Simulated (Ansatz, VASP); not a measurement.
## Two plane-wave programs on La

Contents of INCAR:

```
ALGO     = Normal         # electronic algorithm
EDIFF    = 1E-6           # SCF threshold, eV
ENCUT    = 520            # plane-wave cutoff, eV
GGA      = PS             # functional
ISIF     = 2              # what is computed and relaxed
ISMEAR   = -1             # smearing method
LASPH    = True           # aspherical terms in the spheres
LCHARG   = False          # write CHGCAR
LREAL    = False          # projectors in reciprocal space
LWAVE    = False          # write WAVECAR
NBANDS   = 12             # bands
NELM     = 60             # most SCF steps
PREC     = Accurate       # precision mode
SIGMA    = 0.05           # smearing width, eV
```

KPOINTS

```
k-points
0
Gamma
  9 9 9
```

Contents of POSCAR:

```
La
1.0
   -2.1238310710      2.1238310710      2.1238310710
    2.1238310710     -2.1238310710      2.1238310710
    2.1238310710      2.1238310710     -2.1238310710
La
1
Direct
    0.0000000000      0.0000000000      0.0000000000
```

input.yaml

```yaml
crystal:
  lattice:
    - [-2.123831071, 2.123831071, 2.123831071]
    - [2.123831071, -2.123831071, 2.123831071]
    - [2.123831071, 2.123831071, -2.123831071]
  atoms:
    - { symbol: La, position: [0.0, 0.0, 0.0] }
hamiltonian:
  xc: pbesol
  pseudopotentials: { kind: paw }
kpoints:
  mp_grid: { grid: [9, 9, 9] }
  band_path:
    path:
      - [[0.0, 0.0, 0.0], [0.5, -0.5, 0.5], [0.0, 0.0, 0.5], [0.0, 0.0, 0.0], [0.25, 0.25, 0.25], [0.5, -0.5, 0.5]]
      - [[0.25, 0.25, 0.25], [0.0, 0.0, 0.5]]
    npoints: 14
scf:
  occupations: { method: fermi_dirac, width: 0.05 }
  n_extra_bands: 6
output:
  forces: true
  stress: true
  eigenvalues: true
  fatbands: true
```

Alike in both runs: functional PBEsol; k mesh 9 × 9 × 9; occupations fermi-dirac, width 0.05 eV; no spin polarisation.

|  | VASP | Ansatz |
| --- | --- | --- |
| version | VASP 6.6.1 | Ansatz 0.2.0 |
| potentials or method | VASP PAW PBE potentials, release 64 (La) | Ansatz PAW |
| plane-wave cutoff (eV) | 520 | 420 |
| valence electrons in the cell | 11 | 11 |
| task | single point | band structure |

```csv
,VASP,Ansatz,Ansatz less VASP
gap on the k mesh at the Fermi level (eV),none,none,-
pressure (GPa),-2.6,-2.6,-0.01
```

VASP's potentials were made for PBE, not for PBEsol. A gap of «none» marks a metal or a gap that the smearing closes.

Neither program's run includes spin-orbit coupling.
